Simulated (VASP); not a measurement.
# Ge (Fd-3m) in VASP: a series of runs, part 2 of 2

VASP 6.6.1. The steps go on from the part before.

## (4) Relaxation of cell and atoms, PBEsol, target pressure 10 GPa, at which the enthalpy is minimised

Input file INCAR:

```
SYSTEM = Ge
  PREC = Accurate
  ENCUT = 600
  EDIFF = 1E-6
  ISMEAR = -1
  SIGMA = 0.05
  LREAL = .FALSE.
  LASPH = .TRUE.
  NELM = 100
  ALGO = Normal
  ISIF = 3
  LWAVE = .FALSE.
  LCHARG = .FALSE.
  GGA = PS
  IBRION = 2
  NSW = 60
  EDIFFG = -0.01
  PSTRESS = 100.0
```

Input file KPOINTS:

```
regular mesh
0
G
  8 8 8
  0 0 0
```

Input file POSCAR:

```
Ge
1.0
    0.0000000000      2.8289100000      2.8289100000
    2.8289100000      0.0000000000      2.8289100000
    2.8289100000      2.8289100000      0.0000000000
Ge
2
Direct
    0.7500000000      0.7500000000      0.7500000000
    0.5000000000      0.5000000000      0.5000000000
```

Potentials or basis: VASP PAW PBE potentials, release 64 (Ge_d).

Command:

```
cat potpaw_PBE.64/Ge_d/POTCAR > POTCAR
mpirun -np 1 vasp_std > vasp.out
```

OUTCAR:

```text
SYSTEM = Ge
   PREC = Accurate
   ENCUT = 600
   EDIFF = 1E-6
   ISMEAR = -1
   LREAL = .FALSE.
   LASPH = .TRUE.
   NELM = 100
   ISIF = 3
   GGA = PS
   IBRION = 2
   NSW = 60
   EDIFFG = -0.01
   PSTRESS = 100.0

 ion  position               nearest neighbor table
   1  0.750  0.750  0.750-   2 2.45   2 2.45   2 2.45   2 2.45
   2  0.500  0.500  0.500-   1 2.45   1 2.45   1 2.45   1 2.45

  LATTYP: Found a face centered cubic cell.
 ALAT       =     5.6578200000

  Lattice vectors:

 A1 = (   0.0000000000,   2.8289100000,   2.8289100000)
 A2 = (   2.8289100000,   0.0000000000,   2.8289100000)
 A3 = (   2.8289100000,   2.8289100000,   0.0000000000)

Analysis of symmetry for initial positions (statically):
=====================================================================
 Subroutine PRICEL returns:
 Original cell was already a primitive cell.

 Routine SETGRP: Setting up the symmetry group for a
 face centered cubic supercell.

 Subroutine GETGRP returns: Found 48 space group operations
 (whereof 24 operations were pure point group operations)
 out of a pool of 48 trial point group operations.
[... 168 lines left out ...]

  FORCE on cell =-STRESS in cart. coord.  units (eV):
  Direction    XX          YY          ZZ          XY          YZ          ZX
  --------------------------------------------------------------------------------------
  -------------------------------------------------------------------------------------
  Total        0.1573363      0.1573363      0.1573363      0.0000000     -0.0000000      0.0000000
  in kB        5.5673953      5.5673953      5.5673953      0.0000000     -0.0000000      0.0000000
  external PRESSURE =     -94.4326047 kB  Pullay stress =     100.0000000 kB
[... 177 lines left out ...]
--------------------------------------- Ionic step        6  -------------------------------------------

 number of electron      28.0000015 magnetization

 Free energy of the ion-electron system (eV)
  ---------------------------------------------------
  ext. energy  EPLUGINS =         0.00000000
  ---------------------------------------------------
  free energy    TOTEN  =        -9.72806262 eV

  energy without entropy =       -9.72780787  energy(sigma->0) =       -9.72793524

 E-fermi :   6.0943     XC(G=0): -10.6347

 val. band max:        5.9439415783   @ k =   0.0000   0.0000   0.0000
 cond. band min:       6.2856037503   @ k =   0.3750   0.3750   0.0000
 fundamental gap:      0.3416621721
 Fermi energy:         6.0942783723

 k-point     1 :       0.0000    0.0000    0.0000
  band No.  band energies     occupation
      1     -19.0008      2.00000
      2     -19.0008      2.00000
      3     -19.0008      2.00000
      4     -18.9553      2.00000
      5     -18.9553      2.00000
      6     -18.6788      2.00000
[... 481 lines left out ...]
      5     -18.8536      2.00000
      6     -18.7824      2.00000
[... 10 lines left out ...]
     17      12.1183      0.00000
     18      13.3357      0.00000

 [... further k-points ...]

------------------------ aborting loop because EDIFF is reached ----------------------------------------

  FORCE on cell =-STRESS in cart. coord.  units (eV):
  Direction    XX          YY          ZZ          XY          YZ          ZX
  --------------------------------------------------------------------------------------
  -------------------------------------------------------------------------------------
  Total        2.5365683      2.5365683      2.5365683      0.0000000     -0.0000000      0.0000000
  in kB       99.6733205     99.6733205     99.6733205      0.0000000     -0.0000000      0.0000000
  external PRESSURE =      -0.3266795 kB  Pullay stress =     100.0000000 kB
[... 21 lines left out ...]
  energy  without entropy=       -9.7278078703  energy(sigma->0) =       -9.72793524

  enthalpy is  TOTEN    =        -7.1831806605 eV   P V=        2.5448819558

 reached required accuracy - stopping structural energy minimisation
```

CONTCAR:

```text
Ge
   1.00000000000000
     0.0000000000000000    2.7318032018672018    2.7318032018672018
     2.7318032018672018   -0.0000000000000000    2.7318032018672018
     2.7318032018672018    2.7318032018672018    0.0000000000000000
  Ge
     2
Direct
     0.7500000000000000    0.7500000000000000    0.7500000000000000
     0.5000000000000000    0.5000000000000000    0.5000000000000000

  0.00000000E+00  0.00000000E+00  0.00000000E+00
  0.00000000E+00  0.00000000E+00  0.00000000E+00
```

Wall time 37 s (1 thread of Intel Xeon 6975P-C (Granite Rapids), shared host); peak memory 0.19 GiB.

What came out:

| Property | Result |
| --- | --- |
| Free energy | -9.7281 eV |
| Relaxed volume | 20.39 Å³/atom |
| Relaxed cell | a = 3.863 Å, b = 3.863 Å, c = 3.863 Å, α = 60.00°, β = 60.00°, γ = 60.00° |
| Space group after relaxing (to 0.05 Å) | Fd-3m (No. 227) |
| Energy change on relaxing (the enthalpy is what falls) | +67.5 meV/atom |
| Ionic steps | 6 |
| Pressure after relaxing | 10.0 GPa |
| Band gap on the k mesh | 0.34 eV, indirect (least direct gap 0.98 eV) |

The path:
| step | energy change (eV) | largest force (eV/Å) | pressure (GPa) | volume (Å³) |
| --- | --- | --- | --- | --- |
| 1 | 0.0000 | 0.0000 | 0.56 | 45.28 |
| 2 | 0.5020 | 0.0000 | 23.02 | 37.08 |
| 3 | 0.1322 | 0.0000 | 9.75 | 40.82 |
| 4 | 0.1376 | 0.0000 | 10.26 | 40.73 |
| 5 | 0.1267 | 0.0000 | 9.58 | 40.91 |
| 6 | 0.1349 | 0.0000 | 9.97 | 40.77 |

Final structure:
```
CELL_PARAMETERS angstrom
0.00000 2.73180 2.73180
2.73180 0.00000 2.73180
2.73180 2.73180 0.00000
ATOMIC_POSITIONS crystal
Ge 0.75000 0.75000 0.75000
Ge 0.50000 0.50000 0.50000
```

Caveat: the cell is relaxed towards a set pressure, so the enthalpy falls and the energy may rise; the PAW data sets were made with another functional, which shifts forces and pressure a little. A k mesh can miss the band edges.

## (5) Relaxation of cell and atoms, PBEsol, target pressure 20 GPa, at which the enthalpy is minimised

Input file INCAR:

```
SYSTEM = Ge
PREC = Accurate
ENCUT = 600
EDIFF = 1E-6
ISMEAR = -1
SIGMA = 0.05
LREAL = .False.
LASPH = .True.
NELM = 60
ALGO = Normal
ISIF = 3
LWAVE = .False.
LCHARG = .False.
GGA = PS
IBRION = 2
NSW = 60
EDIFFG = -0.01
PSTRESS = 200.0
```

Input file KPOINTS:

```
Automatic mesh
0
Gamma
  8 8 8
  0 0 0
```

POSCAR is that of step 4.

Potentials or basis: VASP PAW PBE potentials, release 64 (Ge_d).

Command:

```
cat potpaw_PBE.64/Ge_d/POTCAR > POTCAR
mpirun -np 1 vasp_std > vasp.out
```

OUTCAR:

```text
SYSTEM = Ge
   PREC = Accurate
   ENCUT = 600
   EDIFF = 1E-6
   ISMEAR = -1
   LREAL = .False.
   LASPH = .True.
   NELM = 60
   ISIF = 3
   GGA = PS
   IBRION = 2
   NSW = 60
   EDIFFG = -0.01
   PSTRESS = 200.0

 ion  position               nearest neighbor table
   1  0.750  0.750  0.750-   2 2.45   2 2.45   2 2.45   2 2.45
   2  0.500  0.500  0.500-   1 2.45   1 2.45   1 2.45   1 2.45

  LATTYP: Found a face centered cubic cell.
 ALAT       =     5.6578200000

  Lattice vectors:

 A1 = (   0.0000000000,   2.8289100000,   2.8289100000)
 A2 = (   2.8289100000,   0.0000000000,   2.8289100000)
 A3 = (   2.8289100000,   2.8289100000,   0.0000000000)

Analysis of symmetry for initial positions (statically):
=====================================================================
 Subroutine PRICEL returns:
 Original cell was already a primitive cell.

 Routine SETGRP: Setting up the symmetry group for a
 face centered cubic supercell.

 Subroutine GETGRP returns: Found 48 space group operations
 (whereof 24 operations were pure point group operations)
 out of a pool of 48 trial point group operations.

The static configuration has the point symmetry T_d .
 The point group associated with its full space group is O_h .

Analysis of symmetry for dynamics (positions and initial velocities):
=====================================================================
 Subroutine PRICEL returns:
 Original cell was already a primitive cell.

 Routine SETGRP: Setting up the symmetry group for a
 face centered cubic supercell.

 Subroutine GETGRP returns: Found 48 space group operations
 (whereof 24 operations were pure point group operations)
 out of a pool of 48 trial point group operations.

The dynamic configuration has the point symmetry T_d .
 The point group associated with its full space group is O_h .

[... 133 lines left out ...]
 maximum number of plane-waves:      1540
   NGX = 15   NGY = 15   NGZ = 15

--------------------------------------- Ionic step        1  -------------------------------------------

 number of electron      28.0000013 magnetization

 Free energy of the ion-electron system (eV)
  ---------------------------------------------------
  ext. energy  EPLUGINS =         0.00000000
  ---------------------------------------------------
  free energy    TOTEN  =        -9.86298308 eV

  energy without entropy =       -9.86206476  energy(sigma->0) =       -9.86252392

------------------------ aborting loop because EDIFF is reached ----------------------------------------

  FORCE on cell =-STRESS in cart. coord.  units (eV):
  Direction    XX          YY          ZZ          XY          YZ          ZX
  --------------------------------------------------------------------------------------
  -------------------------------------------------------------------------------------
  Total        0.1573363      0.1573363      0.1573363      0.0000000     -0.0000000      0.0000000
  in kB        5.5673953      5.5673953      5.5673953      0.0000000     -0.0000000      0.0000000
  external PRESSURE =    -194.4326047 kB  Pullay stress =     200.0000000 kB
[... 97 lines left out ...]
  energy  without entropy=       -9.5040461708  energy(sigma->0) =       -9.50431215

  enthalpy is  TOTEN    =        -4.7357935990 eV   P V=        4.7687845344

[... ionic steps 4 to 7 ...]

--------------------------------------- Ionic step        8  -------------------------------------------

 number of electron      27.9999985 magnetization

------------------------ aborting loop because EDIFF is reached ----------------------------------------
[... 71 lines left out ...]
--------------------------------------- Ionic step       10  -------------------------------------------

 number of electron      27.9999985 magnetization

 Free energy of the ion-electron system (eV)
  ---------------------------------------------------
  ext. energy  EPLUGINS =         0.00000000
  ---------------------------------------------------
  free energy    TOTEN  =        -9.45501370 eV

  energy without entropy =       -9.45441126  energy(sigma->0) =       -9.45471248

 E-fermi :   6.8926     XC(G=0): -11.0164

 val. band max:        6.8092580333   @ k =   0.0000   0.0000   0.0000
 cond. band min:       7.0176146423   @ k =   0.3750   0.3750   0.0000
 fundamental gap:      0.2083566089
 Fermi energy:         6.8926416282

 k-point     1 :       0.0000    0.0000    0.0000
  band No.  band energies     occupation
      1     -18.3157      2.00000
      2     -18.3157      2.00000
      3     -18.3157      2.00000
      4     -18.2628      2.00000
      5     -18.2628      2.00000
      6     -17.9296      2.00000
[... 481 lines left out ...]
      5     -18.1385      2.00000
      6     -18.0533      2.00000
[... 10 lines left out ...]
     17      13.2948      0.00000
     18      14.5549      0.00000

 [... further k-points ...]

------------------------ aborting loop because EDIFF is reached ----------------------------------------

  FORCE on cell =-STRESS in cart. coord.  units (eV):
  Direction    XX          YY          ZZ          XY          YZ          ZX
  --------------------------------------------------------------------------------------
  -------------------------------------------------------------------------------------
  Total        4.7257236      4.7257236      4.7257236      0.0000000      0.0000000     -0.0000000
  in kB      200.3687009    200.3687009    200.3687009      0.0000000      0.0000000     -0.0000000
  external PRESSURE =       0.3687009 kB  Pullay stress =     200.0000000 kB
[... 21 lines left out ...]
  energy  without entropy=       -9.4544112562  energy(sigma->0) =       -9.45471248

  enthalpy is  TOTEN    =        -4.7379859613 eV   P V=        4.7170277418

 reached required accuracy - stopping structural energy minimisation
```

It took 56 s on 1 thread of Intel Xeon 6975P-C (Granite Rapids), shared host; peak memory 0.19 GiB.

Results:

```yaml
Free_energy: -9.4550 eV
Relaxed_volume: 18.89 Å³/atom
Relaxed_cell: a = 3.767 Å, b = 3.767 Å, c = 3.767 Å, α = 60.00°, β = 60.00°, γ = 60.00°
Space_group_after_relaxing_to_0.05_Å: Fd-3m (No. 227)
Energy_change_on_relaxing_the_enthalpy_is_what_falls: +204.0 meV/atom
Ionic_steps: 10
Pressure_after_relaxing: 20.0 GPa
Band_gap_on_the_k_mesh: 0.21 eV, indirect (least direct gap 1.75 eV)
```

Step by step:
```csv
step,energy change (eV),largest force (eV/Å),pressure (GPa),volume (Å³)
1,0.0000,0.0000,0.56,45.28
2,2.6970,0.0000,80.30,29.56
3,0.3584,0.0000,18.33,38.20
4,0.3968,0.0000,19.69,37.88
5,0.4140,0.0000,20.19,37.74
6,0.4008,0.0000,19.73,37.85
7,0.4086,0.0000,20.15,37.78
8,0.4058,0.0000,19.85,37.80
9,0.4072,0.0000,19.83,37.79
10,0.4080,0.0000,20.04,37.79
```

Final structure:
```
Ge
1.0
     0.00000    2.66342    2.66342
     2.66342    0.00000    2.66342
     2.66342    2.66342    0.00000
Ge
2
Direct
  0.75000 0.75000 0.75000
  0.50000 0.50000 0.50000
```

Levels at points of the mesh, in eV from the valence-band top:
```tsv
k point	band 12	band 13	band 14	band 15	band 16	band 17
(0.00, 0.00, 0.00)	0.00	0.00	0.00	1.74	2.58	2.58
(0.50, 0.00, 0.00)	-8.64	-1.72	-1.72	0.73	3.76	3.76
(0.50, 0.50, 0.00)	-9.69	-3.79	-3.79	0.37	0.37	11.06
```

Caveat: the cell is relaxed towards a set pressure, so the enthalpy falls and the energy may rise; the volume moved by over 15 % at a fixed basis, so the end points are rough; the PAW data sets were made with another functional, which shifts forces and pressure a little.

## (6) Summary

```csv
cell,gap on the mesh (eV),pressure (GPa)
relaxed to 2 GPa,0.17,2.0
relaxed to 5 GPa,0.30,5.0
relaxed to 10 GPa,0.34,10.0
relaxed to 20 GPa,0.21,20.0
```

Alike in all rows: task relaxation of cell and atoms; level PBEsol; potentials or basis VASP PAW PBE potentials, release 64 (Ge_d); no spin polarisation; k mesh 8 × 8 × 8; cutoff (eV) 600; smearing fermi-dirac 0.05 eV.

Caveats: the cell is relaxed towards a set pressure, so the enthalpy falls and the energy may rise; the PAW data sets were made with another functional, which shifts forces and pressure a little; the volume moved by over 15 % at a fixed basis, so the end points are rough (some runs).

Total energies depend on the potentials used, so only differences within one code and one set of settings carry meaning.
